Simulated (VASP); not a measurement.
Set up this calculation in VASP 6.6.1, as the native input.

| Property | Result |
| --- | --- |
| Task | single point |
| Functional | PBEsol |
| Potentials or basis | VASP PAW PBE potentials, release 64 (Mg, S) |
| Cutoff | 520 eV |
| k mesh | 3 × 3 × 2 |
| Occupations | gaussian, width 0.01 eV |
| Spin | no spin polarisation |
| Dipole correction | no |
| Further INCAR settings | ALGO = Normal; EDIFF = 1e-07; NBANDS = 16 |

The structure of MgS lies in POSCAR:

```
MgS
1.0
    4.0473000000     -0.0115600000      0.0243900000
   -2.0336600000      3.4587800000      0.0218400000
    0.0388900000      0.0626600000      6.3609100000
Mg S
2 2
Direct
    0.6790000000      0.3443800000      0.5023200000
    0.3282100000      0.6602300000      0.0060600000
    0.3376900000      0.6843800000      0.3776000000
    0.6739700000      0.3220300000      0.8727400000
```

One way to write it, as run:

INCAR

```
SYSTEM = MgS
  ALGO = Normal
  EDIFF = 1E-7
  ENCUT = 520
  GGA = PS
  ISIF = 2
  ISMEAR = 0
  LASPH = .TRUE.
  LCHARG = .FALSE.
  LREAL = .FALSE.
  LWAVE = .FALSE.
  NBANDS = 16
  NELM = 100
  PREC = Accurate
  SIGMA = 0.01
```

KPOINTS

```
k-points
0
G
  3 3 2
  0 0 0
```

Potentials or basis: VASP PAW PBE potentials, release 64 (Mg, S).

Run with:

```sh
$ cat potpaw_PBE.64/Mg/POTCAR potpaw_PBE.64/S/POTCAR > POTCAR
$ mpirun -np 1 vasp_std > vasp.out
```

Results of the run:

* Pressure: 1.4 GPa
* Largest force: 0.736 eV/Å
* Band gap on the k mesh: 3.39 eV, direct

Caveat: the k points lie up to 0.61 Å⁻¹ apart; the PAW data sets were made with another functional, which shifts forces and pressure a little.

Run time: 25 s on 1 thread of AMD EPYC 7R13 Processor (Zen 3) (shared host), peak memory 0.16 GiB.
